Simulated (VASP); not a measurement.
# Ru (P6_3/mmc) in VASP: notebook

Runs on Ru. Level: r2SCAN. Tasks: single point, relaxation of cell and atoms.

All numbers are computed with VASP 6.6.1; they aren't measurements. Logs are shortened: lines on timing, memory, paths and dates and some standing lists are left out, and cuts for length are marked.

## Step 1: The cell of the first run

Symmetry: P6_3/mmc, No. 194, hexagonal system. The conventional cell has a = 2.711 Å, b = 2.711 Å, c = 4.278 Å, α = 90.00°, β = 90.00°, γ = 120.00°. Ru (site symmetry -6m2) has 12 Ru at 2.65 to 2.71 Å within 3.5 Å.

## Step 2: Single point, r2SCAN

POSCAR reads:

```
Ru
1.0
    2.7109615491      0.0000000000      0.0000000000
   -1.3554807746      2.3477615702      0.0000000000
    0.0000000000      0.0000000000      4.2776162149
Ru
2
Direct
    0.3333333333      0.6666666667      0.2500000000
    0.6666666667      0.3333333333      0.7500000000
```

INCAR.step1 reads:

```
SYSTEM = Ru
  ALGO = Normal
  EDIFF = 1E-5
  ENCUT = 620
  GGA = PE
  GGA_COMPAT = .FALSE.
  ISMEAR = 0
  LASPH = .TRUE.
  LCHARG = .FALSE.
  LREAL = .FALSE.
  LWAVE = .TRUE.
  NBANDS = 23
  NELM = 120
  PREC = Accurate
  SIGMA = 0.1
```

INCAR.step2 reads:

```
SYSTEM = Ru
  ALGO = Normal
  EDIFF = 1E-6
  ENCUT = 620
  GGA_COMPAT = .FALSE.
  ISIF = 2
  ISMEAR = 0
  ISTART = 1
  LASPH = .TRUE.
  LCHARG = .FALSE.
  LMIXTAU = .TRUE.
  LREAL = .FALSE.
  LWAVE = .FALSE.
  METAGGA = R2SCAN
  NBANDS = 23
  NELM = 120
  PREC = Accurate
  SIGMA = 0.1
```

KPOINTS reads:

```
k-points
0
G
  18 18 10
  0 0 0
```

Potentials or basis: VASP PAW PBE potentials, release 64 (Ru_sv).

Command:

```sh
> cat potpaw_PBE.64/Ru_sv/POTCAR > POTCAR
> cp INCAR.step1 INCAR
> mpirun -np 1 vasp_std > vasp.out
> cp INCAR.step2 INCAR
> mpirun -np 1 vasp_std > vasp.out
```

OUTCAR:

```text
SYSTEM = Ru
   EDIFF = 1E-6
   ENCUT = 620
   ISIF = 2
   ISMEAR = 0
   ISTART = 1
   LASPH = .TRUE.
   LREAL = .FALSE.
   METAGGA = R2SCAN
   NELM = 120
   PREC = Accurate

 ion  position               nearest neighbor table
   1  0.333  0.667  0.250-   2 2.65   2 2.65   2 2.65   2 2.65   2 2.65   2 2.65
   2  0.667  0.333  0.750-   1 2.65   1 2.65   1 2.65   1 2.65   1 2.65   1 2.65

  LATTYP: Found a hexagonal cell.
 ALAT       =     2.7109615491
 C/A-ratio  =     1.5778963063

  Lattice vectors:

 A1 = (   2.7109615491,   0.0000000000,   0.0000000000)
 A2 = (  -1.3554807746,   2.3477615702,   0.0000000000)
 A3 = (   0.0000000000,   0.0000000000,   4.2776162149)

Analysis of symmetry for initial positions (statically):
=====================================================================
 Subroutine PRICEL returns:
 Original cell was already a primitive cell.

 Routine SETGRP: Setting up the symmetry group for a
 hexagonal supercell.

 Subroutine GETGRP returns: Found 24 space group operations
 (whereof 12 operations were pure point group operations)
 out of a pool of 24 trial point group operations.

The static configuration has the point symmetry D_3d.
 The point group associated with its full space group is D_6h.

Analysis of symmetry for dynamics (positions and initial velocities):
=====================================================================
 Subroutine PRICEL returns:
 Original cell was already a primitive cell.

 Routine SETGRP: Setting up the symmetry group for a
 hexagonal supercell.

 Subroutine GETGRP returns: Found 24 space group operations
 (whereof 12 operations were pure point group operations)
 out of a pool of 24 trial point group operations.

The dynamic configuration has the point symmetry D_3d.
 The point group associated with its full space group is D_6h.

 Subroutine INISYM returns: Found 24 space group operations
 (whereof 12 operations are pure point group operations),
 and found     1 'primitive' translations

----------------------------------------------------------------------------------------

                                     Primitive cell

  volume of cell :      27.2257

  direct lattice vectors                    reciprocal lattice vectors
     2.710961549  0.000000000  0.000000000     0.368872808  0.212968815  0.000000000
    -1.355480775  2.347761570  0.000000000     0.000000000  0.425937630  0.000000000
     0.000000000  0.000000000  4.277616215     0.000000000  0.000000000  0.233775063

  length of vectors
     2.710961549  2.710961549  4.277616215     0.425937630  0.425937630  0.233775063

  position of ions in fractional coordinates (direct lattice)
     0.333333333  0.666666667  0.250000000
     0.666666667  0.333333333  0.750000000

  ion indices of the primitive-cell ions
   primitive index   ion index
                 1           1
                 2           2

----------------------------------------------------------------------------------------

 KPOINTS: k-points

Automatic generation of k-mesh.
 Grid dimensions read from file:
 generate k-points for:   18   18   10

 Generating k-lattice:

  Cartesian coordinates                     Fractional coordinates (reciprocal lattice)
     0.020492934  0.011831601  0.000000000     0.055555556 -0.000000000  0.000000000
     0.000000000  0.023663202  0.000000000     0.000000000  0.055555556  0.000000000
     0.000000000  0.000000000  0.023377506     0.000000000  0.000000000  0.100000000

  Length of vectors
     0.023663202  0.023663202  0.023377506

  Shift w.r.t. Gamma in fractional coordinates (k-lattice)
     0.000000000  0.000000000  0.000000000

 Subroutine IBZKPT returns following result:
 ===========================================

 Found    222 irreducible k-points:

 Following reciprocal coordinates:
            Coordinates               Weight
  0.000000  0.000000  0.000000      1.000000
  0.055556  0.000000  0.000000      6.000000
  0.111111  0.000000  0.000000      6.000000
  0.166667 -0.000000  0.000000      6.000000
  0.222222 -0.000000  0.000000      6.000000
  0.277778 -0.000000  0.000000      6.000000
[... 16 lines left out ...]
  0.333333  0.111111  0.000000     12.000000
  0.388889  0.111111  0.000000     12.000000
 [... further k-points ...]
   k-points           NKPTS =    222   k-points in BZ     NKDIM =    222   number of bands    NBANDS=     23
   number of dos      NEDOS =    301   number of ions     NIONS =      2
   total plane-waves  NPLWV =  20736
   dimension x,y,z NGX =    24 NGY =   24 NGZ =   36
   dimension x,y,z NGXF=    48 NGYF=   48 NGZF=   72
   ions per type =               2
   NGX,Y,Z   is equivalent  to a cutoff of  14.72, 14.72, 13.99 a.u.
   NGXF,Y,Z  is equivalent  to a cutoff of  29.44, 29.44, 27.98 a.u.
 SYSTEM =  Ru
   PREC   = accura    normal or accurate (medium, high low for compatibility)
   ISTART =      1    job   : 0-new  1-cont  2-samecut
   ICHARG =      0    charge: 1-file 2-atom 10-const
   ISPIN  =      1    spin polarized calculation?
   LNONCOLLINEAR =      F non collinear calculations
   LSORBIT =      F    spin-orbit coupling
   LASPH  =      T    aspherical Exc in radial PAW
   ENCUT  =  620.0 eV  45.57 Ry    6.75 a.u.   5.50  5.50  8.68*2*pi/ulx,y,z
   NELM   =    120;   NELMIN=  2; NELMDL=  0     # of ELM steps
   EDIFF  = 0.1E-05   stopping-criterion for ELM
   LREAL  =      F    real-space projection
   EDIFFG = 0.1E-04   stopping-criterion for IOM
   NSW    =      0    number of steps for IOM
   IBRION =     -1    ionic relax: 0-MD 1-quasi-New 2-CG
   NFREE  =      0    steps in history (QN), initial steepest desc. (CG)
   ISIF   =      2    stress and relaxation
   ISYM   =      2    0-nonsym 1-usesym 2-fastsym
   POTIM  = 0.5000    time-step for ionic-motion
   TEBEG  =    0.0;   TEEND  =   0.0 temperature during run
   PSTRESS=    0.0 pullay stress
   NELECT =      32.0000    total number of electrons
   NUPDOWN=      -1.0000    fix difference up-down
   EMIN   =  10.00;   EMAX   =-10.00  energy-range for DOS
   EFERMI =   0.00;   METHOD = LEGACY
   ISMEAR =     0;   SIGMA  =   0.10  broadening in eV -4-tet -1-fermi 0-gaus
   EFERMI_NEDOS =   21; number of points for ismear=-14 and -15
   IALGO  =     38    algorithm
   IMIX   =      4    mixing-type and parameters
     AMIX     =   0.40;   BMIX     =  1.00
     AMIX_MAG =   1.60;   BMIX_MAG =  1.00
  volume/ion in A,a.u.               =      13.61        91.86
  Fermi-wavevector in a.u.,A,eV,Ry     =   1.727687  3.264855 40.612069  2.984903
  Thomas-Fermi vector in A             =   2.802763
   LORBIT       =      0    0 simple, 1 ext, 2 COOP (PROOUT), +10 PAW based schemes
   METAGGA = R2SCAN    functional components
   LHFCALC =     F    Hartree Fock is set to
   AEXX    =    0.0000 exact exchange contribution
   IVDW    =     0    specifies the selected vdW correction
   LEPSILON=     F    determine dielectric tensor
   LRPA    =     F    only Hartree local field effects (RPA)
 non-spin polarized calculation
 Gauss-broadening in eV      SIGMA  =   0.10
  energy-cutoff  :      620.00
  volume of cell :       27.23
 maximum number of plane-waves:       984
 NGX is ok and might be reduce to    24
   NGX = 11   NGY = 11   NGZ = 17

 number of electron      31.9999997 magnetization

 Free energy of the ion-electron system (eV)
  ---------------------------------------------------
  ext. energy  EPLUGINS =         0.00000000
  ---------------------------------------------------
  free energy    TOTEN  =       -50.94336143 eV

  energy without entropy =      -50.93442471  energy(sigma->0) =      -50.93889307

 E-fermi :  14.9805     XC(G=0): -15.5183

 val. band max:       14.9793777798   @ k =   0.1667   0.1111   0.3000
 cond. band min:      15.0015590568   @ k =   0.0556   0.0000   0.1000
 fundamental gap:      0.0221812770
 Fermi energy:        14.9805067293

 k-point     1 :       0.0000    0.0000    0.0000
  band No.  band energies     occupation
      1     -60.3414      2.00000
      2     -60.1161      2.00000
      3     -30.0844      2.00000
      4     -29.0889      2.00000
      5     -29.0889      2.00000
      6     -28.9052      2.00000
[... 15 lines left out ...]
     22      30.5342      0.00000
     23      33.2114      0.00000

 k-point     2 :       0.0556    0.0000    0.0000
  band No.  band energies     occupation
      1     -60.3365      2.00000
      2     -60.1142      2.00000
      3     -30.0731      2.00000
      4     -29.1127      2.00000
      5     -29.0970      2.00000
      6     -28.9301      2.00000
[... 15 lines left out ...]
     22      30.7379      0.00000
     23      33.3473      0.00000

 k-point     3 :       0.1111    0.0000    0.0000
  band No.  band energies     occupation
      1     -60.3223      2.00000
      2     -60.1089      2.00000
      3     -30.0399      2.00000
      4     -29.1812      2.00000
      5     -29.1199      2.00000
      6     -29.0009      2.00000
[... 15 lines left out ...]
     22      31.2512      0.00000
     23      33.7027      0.00000

 k-point     4 :       0.1667   -0.0000    0.0000
  band No.  band energies     occupation
      1     -60.3000      2.00000
      2     -60.1011      2.00000
      3     -29.9868      2.00000
      4     -29.2864      2.00000
      5     -29.1541      2.00000
      6     -29.1076      2.00000
[... 15 lines left out ...]
     22      31.5607      0.00000
     23      33.9110      0.00000

 k-point     5 :       0.2222   -0.0000    0.0000
  band No.  band energies     occupation
      1     -60.2718      2.00000
      2     -60.0924      2.00000
      3     -29.9171      2.00000
      4     -29.4154      2.00000
      5     -29.2355      2.00000
      6     -29.1949      2.00000
[... 15 lines left out ...]
     22      30.5961      0.00000
     23      33.0648      0.00000

 k-point     6 :       0.2778   -0.0000    0.0000
  band No.  band energies     occupation
      1     -60.2404      2.00000
      2     -60.0845      2.00000
      3     -29.8353      2.00000
      4     -29.5527      2.00000
      5     -29.3683      2.00000
      6     -29.2370      2.00000
[... 15 lines left out ...]
     22      28.8134      0.00000
     23      32.0299      0.00000

 k-point     7 :       0.3333   -0.0000    0.0000
  band No.  band energies     occupation
      1     -60.2088      2.00000
      2     -60.0789      2.00000
      3     -29.7478      2.00000
      4     -29.6816      2.00000
      5     -29.4901      2.00000
      6     -29.2757      2.00000
[... 353 lines left out ...]
     22      30.6485      0.00000
     23      31.6767      0.00000

 k-point    21 :       0.2222    0.1111    0.0000
  band No.  band energies     occupation
      1     -60.2304      2.00000
      2     -60.0824      2.00000
      3     -29.8085      2.00000
      4     -29.5469      2.00000
      5     -29.4402      2.00000
      6     -29.2275      2.00000
[... 15 lines left out ...]
     22      28.7708      0.00000
     23      30.5333      0.00000

 k-point    22 :       0.2778    0.1111    0.0000
  band No.  band energies     occupation
      1     -60.2001      2.00000
      2     -60.0778      2.00000
      3     -29.7225      2.00000
      4     -29.6671      2.00000
      5     -29.5227      2.00000
      6     -29.2897      2.00000
[... 15 lines left out ...]
     22      26.9154      0.00000
     23      29.3651      0.00000

 k-point    23 :       0.3333    0.1111    0.0000
  band No.  band energies     occupation
      1     -60.1728      2.00000
      2     -60.0766      2.00000
      3     -29.7654      2.00000
      4     -29.6385      2.00000
      5     -29.5887      2.00000
      6     -29.3399      2.00000
[... 15 lines left out ...]
     22      26.6139      0.00000
     23      28.3148      0.00000

 k-point    24 :       0.3889    0.1111    0.0000
  band No.  band energies     occupation
      1     -60.1525      2.00000
      2     -60.0782      2.00000
      3     -29.8293      2.00000
      4     -29.6317      2.00000
      5     -29.5705      2.00000
      6     -29.3721      2.00000
[... 15 lines left out ...]
     22      27.5664      0.00000
     23      27.6100      0.00000

 [... further k-points ...]

------------------------ aborting loop because EDIFF is reached ----------------------------------------

  FORCE on cell =-STRESS in cart. coord.  units (eV):
  Direction    XX          YY          ZZ          XY          YZ          ZX
  --------------------------------------------------------------------------------------
  -------------------------------------------------------------------------------------
  Total       -0.4918969     -0.4918969     -0.4871129      0.0000000      0.0000000     -0.0000000
  in kB      -28.9471273    -28.9471273    -28.6656031      0.0000000      0.0000000     -0.0000000
  external PRESSURE =     -28.8532859 kB  Pullay stress =       0.0000000 kB

 VOLUME and BASIS-vectors are now :
 -----------------------------------------------------------------------------
  energy-cutoff  :      620.00
  volume of cell :       27.23
      direct lattice vectors                 reciprocal lattice vectors
     2.710961549  0.000000000  0.000000000     0.368872808  0.212968815  0.000000000
    -1.355480775  2.347761570  0.000000000     0.000000000  0.425937630  0.000000000
     0.000000000  0.000000000  4.277616215     0.000000000  0.000000000  0.233775063

 POSITION                                       TOTAL-FORCE (eV/Angst)
 -----------------------------------------------------------------------------------
     -0.00000      1.56517      1.06940        -0.000000      0.000000      0.000000
      1.35548      0.78259      3.20821         0.000000     -0.000000      0.000000
 -----------------------------------------------------------------------------------
    total drift:                               -0.000000      0.000000     -0.000000

  FREE ENERGIE OF THE ION-ELECTRON SYSTEM (eV)
  ---------------------------------------------------
  free  energy   TOTEN  =       -50.9433614311 eV

  energy  without entropy=      -50.9344247103  energy(sigma->0) =      -50.93889307
```

Run time: 8.1 min. Hardware: 1 thread of Intel Xeon Platinum 8375C at 2.90GHz (Ice Lake), shared host; peak memory 0.26 GiB.

What came out:

* Free energy: -50.9434 eV
* Pressure: -2.9 GPa
* Band gap on the k mesh: zero (bands 16 and 17 overlap by 3.24 eV)

Caveat: the PAW data sets were made with another functional, which shifts forces and pressure a little.

## Step 3: Relaxation of cell and atoms, r2SCAN, target pressure 3 GPa, at which the enthalpy is minimised

This run uses another cell than the first one, of 13.11 Å³/atom.

POSCAR reads:

```
Ru
1.0
    2.6769541245      0.0000000000      0.0000000000
   -1.3384770622      2.3183102766      0.0000000000
    0.0000000000      0.0000000000      4.2255704399
Ru
2
Direct
    0.3333333333      0.6666666667      0.2500000000
    0.6666666667      0.3333333333      0.7500000000
```

INCAR.step1 reads:

```
SYSTEM = Ru
  ALGO = Normal
  EDIFF = 1E-4
  ENCUT = 600
  GGA = PE
  ISMEAR = 0
  LASPH = .True.
  LCHARG = .False.
  LREAL = .False.
  LWAVE = .True.
  NELM = 60
  PREC = Accurate
  SIGMA = 0.1
```

INCAR.step2 reads:

```
SYSTEM = Ru
  ALGO = Normal
  EDIFF = 1E-6
  EDIFFG = -0.008
  ENCUT = 600
  IBRION = 2
  ISIF = 3
  ISMEAR = 0
  ISTART = 1
  LASPH = .True.
  LCHARG = .False.
  LMIXTAU = .True.
  LREAL = .False.
  LWAVE = .False.
  METAGGA = R2SCAN
  NELM = 60
  NSW = 70
  PREC = Accurate
  PSTRESS = 30.0
  SIGMA = 0.1
```

KPOINTS reads:

```
k-points
0
Gamma
  18 18 10
  0 0 0
```

Potentials or basis: VASP PAW PBE potentials, release 64 (Ru_pv).

Command:

```sh
> cat potpaw_PBE.64/Ru_pv/POTCAR > POTCAR
> cp INCAR.step1 INCAR
> mpirun -np 1 vasp_std > vasp.out
> cp INCAR.step2 INCAR
> mpirun -np 1 vasp_std > vasp.out
```

It took 14 min on 1 thread of AMD EPYC 9R45 (Zen 5), shared host; peak memory 0.22 GiB.

Results (log left out):

```
Free energy                                                : -50.8546 eV
Relaxed volume                                             : 13.43 Å³/atom
Relaxed cell                                               : a = 2.698 Å, b = 2.698 Å, c = 4.262 Å, α = 90.00°, β = 90.00°, γ = 120.00°
Space group after relaxing (to 0.1 Å)                      : P6_3/mmc (No. 194)
Energy change on relaxing (the run minimises the enthalpy) : -14.9 meV/atom
Ionic steps                                                : 4
Pressure after relaxing                                    : 3.0 GPa
Band gap on the k mesh                                     : zero (bands 14 and 15 overlap by 3.31 eV)
```

The path:
| step | energy change (eV) | largest force (eV/Å) | pressure (GPa) | volume (Å³) |
| --- | --- | --- | --- | --- |
| 1 | 0.0000 | 0.0000 | 12.11 | 26.22 |
| 2 | 0.1119 | 0.0000 | -20.78 | 29.16 |
| 3 | -0.0302 | 0.0000 | 2.70 | 26.89 |
| 4 | -0.0298 | 0.0000 | 2.99 | 26.87 |

Final structure:
```
CELL_PARAMETERS angstrom
2.69799 0.00000 0.00000
-1.34900 2.33653 0.00000
0.00000 0.00000 4.26205
ATOMIC_POSITIONS crystal
Ru 0.33333 0.66667 0.25000
Ru 0.66667 0.33333 0.75000
```

Levels at points of the mesh, in eV from the Fermi level:
| k point | band 10 | band 11 | band 12 | band 13 | band 14 | band 15 | band 16 | band 17 | band 18 |
| --- | --- | --- | --- | --- | --- | --- | --- | --- | --- |
| (0.00, 0.00, 0.00) | -2.74 | -2.53 | -2.02 | -2.02 | -1.49 | -1.49 | 1.26 | 1.26 | 1.39 |
| (0.50, 0.00, 0.00) | -3.20 | -2.19 | -1.89 | -1.58 | 1.51 | 1.95 | 2.04 | 4.30 | 6.50 |
| (0.00, 0.00, 0.50) | -2.92 | -2.92 | -2.92 | -2.84 | -2.84 | 0.58 | 0.58 | 0.58 | 0.58 |
| (0.50, 0.00, 0.50) | -4.80 | -1.12 | -1.12 | 0.48 | 0.48 | 1.78 | 1.78 | 3.59 | 3.59 |

Caveat: the cell is relaxed towards a set pressure, so the run minimises the enthalpy, not the energy; the PAW data sets were made with another functional, which shifts forces and pressure a little.

## Step 4: Single point, r2SCAN (strain along c alone, the other axes held: -3.0 %)

POSCAR reads:

```
Ru
1.0
    2.7024647927      0.0000000000      0.0000000000
   -1.3512323964      2.3404031633      0.0000000000
    0.0000000000      0.0000000000      4.1378638442
Ru
2
Direct
    0.3333333333      0.6666666667      0.2500000000
    0.6666666667      0.3333333333      0.7500000000
```

INCAR.step1 reads:

```
SYSTEM = Ru
  PREC = Accurate
  ENCUT = 550
  ISMEAR = 0
  SIGMA = 0.1
  LREAL = .FALSE.
  LASPH = .TRUE.
  NELM = 120
  NBANDS = 21
  GGA = PE
  ALGO = Normal
  EDIFF = 1E-5
  LWAVE = .TRUE.
  LCHARG = .FALSE.
  GGA_COMPAT = .FALSE.
```

INCAR.step2 reads:

```
SYSTEM = Ru
  PREC = Accurate
  ENCUT = 550
  EDIFF = 1E-6
  ISMEAR = 0
  SIGMA = 0.1
  LREAL = .FALSE.
  LASPH = .TRUE.
  NELM = 120
  ALGO = Normal
  ISIF = 2
  LWAVE = .FALSE.
  LCHARG = .TRUE.
  METAGGA = R2SCAN
  LMIXTAU = .TRUE.
  LELF = .TRUE.
  LVHAR = .TRUE.
  NBANDS = 21
  ISTART = 1
  GGA_COMPAT = .FALSE.
```

KPOINTS reads:

```
Automatic mesh
0
G
  24 24 12
  0 0 0
```

Command:

```sh
> cat potpaw_PBE.64/Ru_pv/POTCAR > POTCAR
> cp INCAR.step1 INCAR
> mpirun -np 1 vasp_std > vasp.out
> cp INCAR.step2 INCAR
> mpirun -np 1 vasp_std > vasp.out
```

Wall time 5.8 min (1 thread of AMD EPYC 9R45 (Zen 5), shared host); peak memory 0.28 GiB.

It converged, with:

```yaml
Free_energy: -50.7957 eV
Pressure: 13.8 GPa
Band_gap_on_the_k_mesh: zero (bands 14 and 15 overlap by 3.52 eV)
```

Stress tensor (GPa, compression positive):
```
 8.53  0.00  0.00
 0.00  8.53  0.00
 0.00  0.00 24.30
```

Levels at points of the mesh, in eV from the Fermi level:
| k point | band 10 | band 11 | band 12 | band 13 | band 14 | band 15 | band 16 | band 17 | band 18 | band 19 |
| --- | --- | --- | --- | --- | --- | --- | --- | --- | --- | --- |
| (0.00, 0.00, 0.00) | -2.93 | -2.35 | -2.09 | -2.09 | -1.85 | -1.85 | 1.26 | 1.26 | 1.81 | 8.39 |
| (0.50, 0.00, 0.00) | -3.61 | -2.09 | -2.08 | -1.49 | 1.32 | 1.87 | 2.23 | 4.33 | 6.56 | 8.39 |
| (0.00, 0.00, 0.50) | -3.21 | -3.21 | -3.21 | -2.77 | -2.77 | 0.61 | 0.61 | 0.61 | 0.61 | 8.39 |
| (0.50, 0.00, 0.50) | -4.90 | -1.34 | -1.34 | 0.45 | 0.45 | 1.67 | 1.67 | 3.63 | 3.63 | 8.39 |

Caveat: the cell differs from its parent crystal (strain along c alone, the other axes held: -3.0 %); the stress differs along the axes, from 9 to 24 GPa; the PAW data sets were made with another functional, which shifts forces and pressure a little.

(Part 1 of 2 ends here.)

The gap in the log of VASP goes by the Fermi energy; the results here count the filled bands.